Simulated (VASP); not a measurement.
A run of VASP 6.6.1 is set up as follows.

POSCAR

```
Ta
1.0
    2.9003720726      0.0000000000      0.0000000000
   -1.4501860363      2.5117958953      0.0000000000
    0.0000000000      0.0000000000      5.1662740000
Ta
2
Direct
    0.3333333333      0.6666666667      0.2500000000
    0.6666666667      0.3333333333      0.7500000000
```

Contents of INCAR.step1:

```
SYSTEM = Ta
PREC = Accurate ; ENCUT = 520
ISMEAR = -1 ; SIGMA = 0.05
LREAL = .FALSE. ; LASPH = .TRUE.
NELM = 60 ; NBANDS = 18
GGA = PE ; ALGO = Normal
EDIFF = 1E-4 ; LWAVE = .TRUE.
LCHARG = .FALSE.
```

Contents of INCAR.step2:

```
SYSTEM = Ta
PREC = Accurate ; ENCUT = 520
EDIFF = 1E-6 ; ISMEAR = -1
SIGMA = 0.05 ; LREAL = .FALSE.
LASPH = .TRUE. ; NELM = 60
ALGO = Normal ; ISIF = 2
LWAVE = .FALSE. ; LCHARG = .FALSE.
METAGGA = R2SCAN ; LMIXTAU = .TRUE.
NBANDS = 18 ; ISTART = 1
```

The input KPOINTS:

```
Automatic mesh
0
G
  11 11 5
  0 0 0
```

Potentials or basis: VASP PAW PBE potentials, release 64 (Ta_pv).

Run with:

```bash
$ cat potpaw_PBE.64/Ta_pv/POTCAR > POTCAR
$ cp INCAR.step1 INCAR
$ mpirun -np 1 vasp_std > vasp.out
$ cp INCAR.step2 INCAR
$ mpirun -np 1 vasp_std > vasp.out
```

Estimate the pressure.

-3.1 GPa.

Predict the band gap on the k mesh.

zero (band 11 reaches 6.30 eV, above the bottom of band 12 at 4.81 eV).

Stress tensor (GPa, compression positive):
```
-3.54  0.00  0.00
 0.00 -3.54  0.00
 0.00  0.00 -2.24
```

Caveat: the PAW data sets were made with another functional, which shifts forces and pressure a little; spin-orbit coupling is left out, which moves the levels of the heavy elements.
